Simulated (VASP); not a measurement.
Runs of VASP 6.6.1 on AlN. Symmetry: P6_3/mmc, No. 194, hexagonal system. The conventional cell has a = 3.312 Å, b = 3.312 Å, c = 4.188 Å, α = 90.00°, β = 90.00°, γ = 120.00°. Al (site symmetry -6m2) has 5 N at 1.91 to 2.09 Å within 2.5 Å. N (site symmetry -6m2) has 5 Al at 1.91 to 2.09 Å within 2.5 Å. 

| k mesh | gap on the mesh (eV) | pressure (GPa) |
| --- | --- | --- |
| 6 × 6 × 4 | 3.86 | -5.6 |
| 3 × 3 × 2 | 3.85 | (a) |
| 12 × 12 × 6 | 3.86 | -5.6 |
| 12 × 12 × 8 | 3.86 | -5.6 |

Alike in all rows: task single point; level r2SCAN; potentials or basis VASP PAW PBE potentials, release 64 (Al, N); no spin polarisation; cell as given; cutoff (eV) 520; smearing gaussian 0.01 eV.

Problem. Estimate the missing entries.

Solution. (a) -5.7.

Caveats: some runs use coarse meshes; the PAW data sets were made with another functional, which shifts forces and pressure a little; the cell stands under tension (at least some runs).

A k mesh can miss the band edges.
